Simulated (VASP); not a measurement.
# Al: single point with LDA

Al:

```
Al
1.0
     0.00000    1.99161    1.99161
     1.99161    0.00000    1.99161
     1.99161    1.99161    0.00000
Al
1
Direct
  0.00000 0.00000 0.00000
```

```yaml
Program: VASP 6.6.1
Task: single point
Functional: LDA
Potentials_or_basis: VASP PAW LDA potentials, release 64 (Al)
Cutoff: 520 eV
k_mesh: 14 × 14 × 14
Occupations: fermi-dirac, width 0.01 eV
Spin: no spin polarisation
Dipole_correction: no
Further_INCAR_settings: ALGO = Normal; EDIFF = 1e-06; NBANDS = 8
```

| Item | Value |
| --- | --- |
| Pressure | -0.1 GPa |

Levels at points of the mesh, in eV from the Fermi level:
| k point | band 1 | band 2 | band 3 | band 4 | band 5 |
| --- | --- | --- | --- | --- | --- |
| (0.00, 0.00, 0.00) | -11.35 | 12.86 | 12.86 | 12.86 | 14.51 |
| (0.50, 0.00, 0.00) | -4.67 | -4.41 | 11.68 | 11.68 | 11.75 |
| (0.50, 0.50, 0.00) | -2.95 | -1.57 | 5.35 | 5.79 | 5.79 |

It took 5.9 s on 1 thread of Intel Xeon 6975P-C, with other jobs on the host, peak memory 0.12 GiB.
